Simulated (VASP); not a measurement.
CuO, 4 atoms in the cell. The structure is monoclinic, space group C2/c (No. 15). Conventional cell: a = 4.649 Å, b = 3.438 Å, c = 5.187 Å, α = 90.00°, β = 98.64°, γ = 90.00°. Cu (site symmetry -1) has 4 O at 1.95 to 1.97 Å within 2.6 Å. Within 2.9 Å of O (site symmetry 2) lie 6 Cu at 1.95 to 2.80 Å and 6 O at 2.66 to 2.89 Å. 

* Program: VASP 6.6.1
* Task: single point
* Functional: PBE
* Potentials or basis: VASP PAW PBE potentials, release 64 (Cu, O)
* Cutoff: 520 eV
* k mesh: 8 × 8 × 5
* Occupations: fermi-dirac, width 0.02 eV
* Spin: collinear spin
* Starting moments: [1.0, -1.0, 0.0, 0.0] μB
* Hubbard terms: Cu d U = 6.1 eV
* Dipole correction: no
* Further INCAR settings: ALGO = Normal; EDIFF = 1e-06; NBANDS = 29

Potentials or basis: VASP PAW PBE potentials, release 64 (Cu, O).

Run with:

```bash
$ cat potpaw_PBE.64/Cu/POTCAR potpaw_PBE.64/O/POTCAR > POTCAR
$ mpirun -np 1 vasp_std > vasp.out
```

Hardware: 1 thread of AMD EPYC 9R45 96-Core Processor (Zen 5) (shared host).

Task: Estimate the wall time of this run.

Result: It took 120 s on 1 thread of AMD EPYC 9R45 96-Core Processor (Zen 5) (shared host), peak memory 0.26 GiB. Counts: scf iterations 16, k points 93.
